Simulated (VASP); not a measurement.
Wanted: the native input for a VASP 6.6.1 run.

```yaml
Task: relaxation of cell and atoms
Functional: PBE
Potentials_or_basis: VASP PAW PBE potentials, release 64 (La, Al, F_h)
Cutoff: 910 eV
k_mesh: 6 × 6 × 4
Occupations: gaussian, width 0.1 eV
Spin: no spin polarisation
Dipole_correction: no
Further_INCAR_settings: ALGO = Normal; EDIFF = 1e-07; IBRION = 2; EDIFFG = -0.04; NSW = 90; ISIF = 3
```

The structure of La2AlF lies in POSCAR:

```
La2AlF
1.0
    4.0077469700      0.0000000000      0.0000000000
   -2.0038734900      3.4708106900      0.0000000000
    0.0000000000      0.0000000000      6.1224030300
La Al F
2 1 1
Direct
    0.3333333300      0.6666666700      0.7516457300
    0.6666666700      0.3333333300      0.2483542700
    0.0000000000      0.0000000000      0.0000000000
    0.0000000000      0.0000000000      0.5000000000
```

The cell was built from a structure type or drawn by symmetry, and may not be a known phase.

One way to write it, as run:

INCAR

```
PREC = Accurate ; ENCUT = 910
EDIFF = 1E-7 ; ISMEAR = 0
SIGMA = 0.1 ; LREAL = F
LASPH = T ; NELM = 200
ALGO = Normal ; ISIF = 3
LWAVE = F ; LCHARG = F
GGA = PE ; IBRION = 2
NSW = 90 ; EDIFFG = -0.04
GGA_COMPAT = F ; NELMIN = 4
LMAXMIX = 6
```

KPOINTS

```
Automatic mesh
0
Gamma
  6 6 4
```

Potentials or basis: VASP PAW PBE potentials, release 64 (La, Al, F_h).

Command:

```bash
$ cat potpaw_PBE.64/La/POTCAR potpaw_PBE.64/Al/POTCAR potpaw_PBE.64/F_h/POTCAR > POTCAR
$ mpirun -np 1 vasp_std > vasp.out
```

Results of the run:

The relaxed volume is 23.90 Å³/atom, the relaxed cell is a = 3.850 Å, b = 3.850 Å, c = 7.446 Å, α = 90.00°, β = 90.00°, γ = 120.00° and the space group after relaxing (to 0.1 Å) is P-3m1 (No. 164). The energy gained by relaxing is 495.4 meV/atom and the ionic steps are 14. The pressure after relaxing is 0.0 GPa. The largest force after relaxing is 0.029 eV/Å and the band gap on the k mesh is zero (bands 16 and 17 overlap by 0.84 eV).

Caveat: the cutoff is under 1.25 times the usual one of these potentials, so pressure, stress and relaxed cells hold a basis-set (Pulay) error; a cell axis changed by over 15 % at a fixed basis, so the end point is rough; spin-orbit coupling is left out, which moves the levels of the heavy elements.

It took 18 min on 1 thread of Intel(R) Xeon(R) Platinum 8488C (Sapphire Rapids), on a shared host, peak memory 0.41 GiB.
